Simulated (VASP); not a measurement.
# Rh (P6_3/mmc) in VASP: notebook

Runs on Rh. Level: PBE. Tasks: single point, vibrations by perturbation theory.

Program: VASP 6.6.1. These are calculated values, not measurements. Logs are shortened: lines on timing, memory, paths and dates and some standing lists are left out, and cuts for length are marked.

## (1) The cell of the first run

Symmetry: P6_3/mmc, No. 194, hexagonal system. Conventional cell: a = 2.725 Å, b = 2.725 Å, c = 4.385 Å, α = 90.00°, β = 90.00°, γ = 120.00°. Within 3.6 Å of Rh (site symmetry -6m2) lie 12 Rh at 2.70 to 2.72 Å.

This isn't the form of Rh at room conditions, which is fcc.

## (2) Single point, PBE

POSCAR reads:

```
Rh
1.0
    2.7247891239      0.0000000000      0.0000000000
   -1.3623945620      2.3597366013      0.0000000000
    0.0000000000      0.0000000000      4.3848426933
Rh
2
Direct
    0.6666666667      0.3333333333      0.7500000000
    0.3333333333      0.6666666667      0.2500000000
```

INCAR.step1 reads:

```
SYSTEM = Rh
PREC     = Accurate       ! precision mode
ENCUT    = 520            ! plane-wave cutoff, eV
EDIFF    = 1E-6           ! SCF threshold, eV
ISMEAR   = 0              ! smearing method
SIGMA    = 0.1            ! smearing width, eV
LREAL    = .False.        ! projectors in reciprocal space
LASPH    = .True.         ! aspherical terms in the spheres
NELM     = 60             ! most SCF steps
ALGO     = Fast           ! electronic algorithm
ISIF     = 2              ! what is computed and relaxed
LWAVE    = .False.        ! write WAVECAR
LCHARG   = .True.         ! write CHGCAR
LMAXMIX  = 4              ! l up to which the mixer works
GGA      = PE             ! functional
NBANDS   = 22             ! bands
```

KPOINTS.step1 reads:

```
Automatic mesh
0
Gamma
  18 18 10
  0 0 0
```

INCAR.step2 reads:

```
SYSTEM = Rh
PREC     = Accurate       ! precision mode
ENCUT    = 520            ! plane-wave cutoff, eV
EDIFF    = 1E-6           ! SCF threshold, eV
ISMEAR   = -5             ! smearing method
SIGMA    = 0.1            ! smearing width, eV
LREAL    = .False.        ! projectors in reciprocal space
LASPH    = .True.         ! aspherical terms in the spheres
NELM     = 60             ! most SCF steps
ALGO     = Fast           ! electronic algorithm
ISIF     = 2              ! what is computed and relaxed
LWAVE    = .False.        ! write WAVECAR
LCHARG   = .False.        ! write CHGCAR
LMAXMIX  = 4              ! l up to which the mixer works
GGA      = PE             ! functional
LORBIT   = 10             ! projections on sites
NEDOS    = 2001           ! points of the DOS
ICHARG   = 11             ! starting density
```

KPOINTS.step2 reads:

```
Automatic mesh
0
Gamma
  27 27 15
  0 0 0
```

Potentials or basis: VASP PAW PBE potentials, release 64 (Rh_pv).

The run is started by

```sh
$ cat potpaw_PBE.64/Rh_pv/POTCAR > POTCAR
$ cp INCAR.step1 INCAR
$ cp KPOINTS.step1 KPOINTS
$ mpirun -np 1 vasp_std > vasp.out
$ cp INCAR.step2 INCAR
$ cp KPOINTS.step2 KPOINTS
$ mpirun -np 1 vasp_std > vasp.out
```

OUTCAR:

```text
SYSTEM = Rh
   PREC = Accurate
   ENCUT = 520
   EDIFF = 1E-6
   ISMEAR = -5
   LREAL = .False.
   LASPH = .True.
   NELM = 60
   ISIF = 2
   GGA = PE
   LORBIT = 10
   ICHARG = 11

 ion  position               nearest neighbor table
   1  0.667  0.333  0.750-   2 2.70   2 2.70   2 2.70   2 2.70   2 2.70   2 2.70
   2  0.333  0.667  0.250-   1 2.70   1 2.70   1 2.70   1 2.70   1 2.70   1 2.70

  LATTYP: Found a hexagonal cell.
 ALAT       =     2.7247891239
 C/A-ratio  =     1.6092411170

  Lattice vectors:

 A1 = (   2.7247891239,   0.0000000000,   0.0000000000)
 A2 = (  -1.3623945620,   2.3597366013,   0.0000000000)
 A3 = (   0.0000000000,   0.0000000000,   4.3848426933)

Analysis of symmetry for initial positions (statically):
=====================================================================
 Subroutine PRICEL returns:
 Original cell was already a primitive cell.

 Routine SETGRP: Setting up the symmetry group for a
 hexagonal supercell.

 Subroutine GETGRP returns: Found 24 space group operations
 (whereof 12 operations were pure point group operations)
 out of a pool of 24 trial point group operations.

The static configuration has the point symmetry D_3d.
 The point group associated with its full space group is D_6h.

Analysis of symmetry for dynamics (positions and initial velocities):
=====================================================================
 Subroutine PRICEL returns:
 Original cell was already a primitive cell.

 Routine SETGRP: Setting up the symmetry group for a
 hexagonal supercell.

 Subroutine GETGRP returns: Found 24 space group operations
 (whereof 12 operations were pure point group operations)
 out of a pool of 24 trial point group operations.

The dynamic configuration has the point symmetry D_3d.
 The point group associated with its full space group is D_6h.

 Subroutine INISYM returns: Found 24 space group operations
 (whereof 12 operations are pure point group operations),
 and found     1 'primitive' translations

----------------------------------------------------------------------------------------

                                     Primitive cell

  volume of cell :      28.1936

  direct lattice vectors                    reciprocal lattice vectors
     2.724789124  0.000000000  0.000000000     0.367000878  0.211888056  0.000000000
    -1.362394562  2.359736601  0.000000000     0.000000000  0.423776111  0.000000000
     0.000000000  0.000000000  4.384842693     0.000000000  0.000000000  0.228058352

  length of vectors
     2.724789124  2.724789124  4.384842693     0.423776111  0.423776111  0.228058352

  position of ions in fractional coordinates (direct lattice)
     0.666666667  0.333333333  0.750000000
     0.333333333  0.666666667  0.250000000

  ion indices of the primitive-cell ions
   primitive index   ion index
                 1           1
                 2           2

----------------------------------------------------------------------------------------

 KPOINTS: Automatic mesh

Automatic generation of k-mesh.
 Grid dimensions read from file:
 generate k-points for:   27   27   15

 Generating k-lattice:

  Cartesian coordinates                     Fractional coordinates (reciprocal lattice)
     0.013592625  0.007847706  0.000000000     0.037037037  0.000000000  0.000000000
     0.000000000  0.015695412  0.000000000     0.000000000  0.037037037  0.000000000
     0.000000000  0.000000000  0.015203890     0.000000000  0.000000000  0.066666667

  Length of vectors
     0.015695412  0.015695412  0.015203890

  Shift w.r.t. Gamma in fractional coordinates (k-lattice)
     0.000000000  0.000000000  0.000000000

 TETIRR: Found  10722 inequivalent tetrahedra from    65610

 Subroutine IBZKPT returns following result:
 ===========================================

 Found    600 irreducible k-points:

 Following reciprocal coordinates:
            Coordinates               Weight
  0.000000  0.000000  0.000000      1.000000
  0.037037  0.000000  0.000000      6.000000
  0.074074  0.000000  0.000000      6.000000
  0.111111  0.000000  0.000000      6.000000
  0.148148  0.000000  0.000000      6.000000
  0.185185  0.000000  0.000000      6.000000
[... 16 lines left out ...]
  0.333333  0.037037  0.000000     12.000000
  0.370370  0.037037  0.000000     12.000000
 [... further k-points ...]
   k-points           NKPTS =    600   k-points in BZ     NKDIM =    600   number of bands    NBANDS=     19
   number of dos      NEDOS =   2001   number of ions     NIONS =      2
   total plane-waves  NPLWV =  14400
   dimension x,y,z NGX =    20 NGY =   20 NGZ =   36
   dimension x,y,z NGXF=    40 NGYF=   40 NGZF=   72
   ions per type =               2
   NGX,Y,Z   is equivalent  to a cutoff of  12.20, 12.20, 13.65 a.u.
   NGXF,Y,Z  is equivalent  to a cutoff of  24.40, 24.40, 27.30 a.u.
 SYSTEM =  Rh
   PREC   = accura    normal or accurate (medium, high low for compatibility)
   ISTART =      0    job   : 0-new  1-cont  2-samecut
   ICHARG =     11    charge: 1-file 2-atom 10-const
   ISPIN  =      1    spin polarized calculation?
   LNONCOLLINEAR =      F non collinear calculations
   LSORBIT =      F    spin-orbit coupling
   LASPH  =      T    aspherical Exc in radial PAW
   ENCUT  =  520.0 eV  38.22 Ry    6.18 a.u.   5.07  5.07  8.15*2*pi/ulx,y,z
   NELM   =     60;   NELMIN=  2; NELMDL=  0     # of ELM steps
   EDIFF  = 0.1E-05   stopping-criterion for ELM
   LREAL  =      F    real-space projection
   EDIFFG = 0.1E-04   stopping-criterion for IOM
   NSW    =      0    number of steps for IOM
   IBRION =     -1    ionic relax: 0-MD 1-quasi-New 2-CG
   NFREE  =      0    steps in history (QN), initial steepest desc. (CG)
   ISIF   =      2    stress and relaxation
   ISYM   =      2    0-nonsym 1-usesym 2-fastsym
   POTIM  = 0.5000    time-step for ionic-motion
   TEBEG  =    0.0;   TEEND  =   0.0 temperature during run
   PSTRESS=    0.0 pullay stress
   NELECT =      30.0000    total number of electrons
   NUPDOWN=      -1.0000    fix difference up-down
   EMIN   =  10.00;   EMAX   =-10.00  energy-range for DOS
   EFERMI =   0.00;   METHOD = LEGACY
   ISMEAR =    -5;   SIGMA  =   0.10  broadening in eV -4-tet -1-fermi 0-gaus
   EFERMI_NEDOS =   21; number of points for ismear=-14 and -15
   IALGO  =     68    algorithm
   IMIX   =      4    mixing-type and parameters
     AMIX     =   0.40;   BMIX     =  1.00
     AMIX_MAG =   1.60;   BMIX_MAG =  1.00
  volume/ion in A,a.u.               =      14.10        95.13
  Fermi-wavevector in a.u.,A,eV,Ry     =   1.671341  3.158377 38.006258  2.793381
  Thomas-Fermi vector in A             =   2.756681
   LORBIT       =     10    0 simple, 1 ext, 2 COOP (PROOUT), +10 PAW based schemes
   GGA     = PE    functional components
   LHFCALC =     F    Hartree Fock is set to
   AEXX    =    0.0000 exact exchange contribution
   IVDW    =     0    specifies the selected vdW correction
   LEPSILON=     F    determine dielectric tensor
   LRPA    =     F    only Hartree local field effects (RPA)
 non-spin polarized calculation
 RMM-DIIS sequential band-by-band and
 Fermi weights with tetrahedron method with Bloechl corrections
  energy-cutoff  :      520.00
  volume of cell :       28.19
 maximum number of plane-waves:       780

 number of electron      30.0000011 magnetization

 Free energy of the ion-electron system (eV)
  ---------------------------------------------------
  ext. energy  EPLUGINS =         0.00000000
  ---------------------------------------------------
  free energy    TOTEN  =       -14.44101974 eV

  energy without entropy =      -14.44101974  energy(sigma->0) =      -14.44101974

 E-fermi :  11.5485     XC(G=0): -13.8696

 val. band max:       11.6661627630   @ k =   0.0000   0.0000   0.0000
 cond. band min:      11.5105305595   @ k =   0.1852   0.0741   0.4000
 fundamental gap:     -0.1556322035
 Fermi energy:        11.5485319659

 k-point     1 :       0.0000    0.0000    0.0000
  band No.  band energies     occupation
      1     -35.5776      2.00000
      2     -34.9638      2.00000
      3     -34.9638      2.00000
      4     -34.8818      2.00000
      5     -34.8623      2.00000
      6     -34.8623      2.00000
[... 11 lines left out ...]
     18      12.3451      0.00000
     19      19.9989      0.00000

 k-point     2 :       0.0370    0.0000    0.0000
  band No.  band energies     occupation
      1     -35.5746      2.00000
      2     -34.9704      2.00000
      3     -34.9660      2.00000
      4     -34.8830      2.00000
      5     -34.8691      2.00000
      6     -34.8633      2.00000
[... 11 lines left out ...]
     18      12.8291      0.00000
     19      19.9946      0.00000

 k-point     3 :       0.0741    0.0000    0.0000
  band No.  band energies     occupation
      1     -35.5659      2.00000
      2     -34.9898      2.00000
      3     -34.9724      2.00000
      4     -34.8893      2.00000
      5     -34.8868      2.00000
      6     -34.8664      2.00000
[... 11 lines left out ...]
     18      13.5843      0.00000
     19      19.9821      0.00000

 k-point     4 :       0.1111    0.0000    0.0000
  band No.  band energies     occupation
      1     -35.5515      2.00000
      2     -35.0209      2.00000
      3     -34.9825      2.00000
      4     -34.9215      2.00000
      5     -34.8932      2.00000
      6     -34.8714      2.00000
[... 407 lines left out ...]
     18      19.2595      0.00000
     19      19.9718      0.00000

 k-point    23 :       0.3333    0.0370    0.0000
  band No.  band energies     occupation
      1     -35.3638      2.00000
      2     -35.3539      2.00000
      3     -35.2520      2.00000
      4     -35.0869      2.00000
      5     -34.9946      2.00000
      6     -34.9338      2.00000
[... 11 lines left out ...]
     18      19.8423      0.00000
     19      20.1034      0.00000

 k-point    24 :       0.3704    0.0370    0.0000
  band No.  band energies     occupation
      1     -35.3950      2.00000
      2     -35.3321      2.00000
      3     -35.2900      2.00000
      4     -35.0997      2.00000
      5     -35.0157      2.00000
      6     -34.9415      2.00000
[... 11 lines left out ...]
     18      19.1584      0.00000
     19      20.8914      0.00000

 [... further k-points ...]
[... 5 lines left out ...]
  --------------------------------------------------------------------------------------
  -------------------------------------------------------------------------------------
  Total        0.0387741      0.0387741      0.0252635     -0.0000000     -0.0000000     -0.0000000
  in kB        2.2034420      2.2034420      1.4356664     -0.0000000     -0.0000000     -0.0000000
  external PRESSURE =       1.9475168 kB  Pullay stress =       0.0000000 kB

 VOLUME and BASIS-vectors are now :
 -----------------------------------------------------------------------------
  energy-cutoff  :      520.00
  volume of cell :       28.19
      direct lattice vectors                 reciprocal lattice vectors
     2.724789124  0.000000000  0.000000000     0.367000878  0.211888056  0.000000000
    -1.362394562  2.359736601  0.000000000     0.000000000  0.423776111  0.000000000
     0.000000000  0.000000000  4.384842693     0.000000000  0.000000000  0.228058352

 POSITION                                       TOTAL-FORCE (eV/Angst)
 -----------------------------------------------------------------------------------
      1.36239      0.78658      3.28863        -0.000000      0.000000      0.000000
     -0.00000      1.57316      1.09621         0.000000      0.000000     -0.000000
 -----------------------------------------------------------------------------------
    total drift:                               -0.000000      0.000000     -0.000000

  FREE ENERGIE OF THE ION-ELECTRON SYSTEM (eV)
  ---------------------------------------------------
  free  energy   TOTEN  =       -14.4410197381 eV

  energy  without entropy=      -14.4410197381  energy(sigma->0) =      -14.44101974

 total charge

# of ion       s       p       d       tot
------------------------------------------
    1        0.399   6.285   7.060  13.744
    2        0.399   6.285   7.060  13.744
--------------------------------------------------
tot          0.798  12.571  14.120  27.488
```

Wall time 7.6 min (1 thread of Intel Xeon 8259CL, shared host); peak memory 0.38 GiB.

What came out:

```
Valence electrons inside the program's atomic spheres : Rh 13.74
```

Levels at points of the mesh, in eV from the Fermi level:
| k point | band 11 | band 12 | band 13 | band 14 | band 15 | band 16 | band 17 | band 18 | band 19 |
| --- | --- | --- | --- | --- | --- | --- | --- | --- | --- |
| (0.00, 0.00, 0.00) | -2.92 | -2.41 | -2.41 | -1.88 | -1.88 | 0.12 | 0.12 | 0.80 | 8.45 |

[end of part 1 of 2]
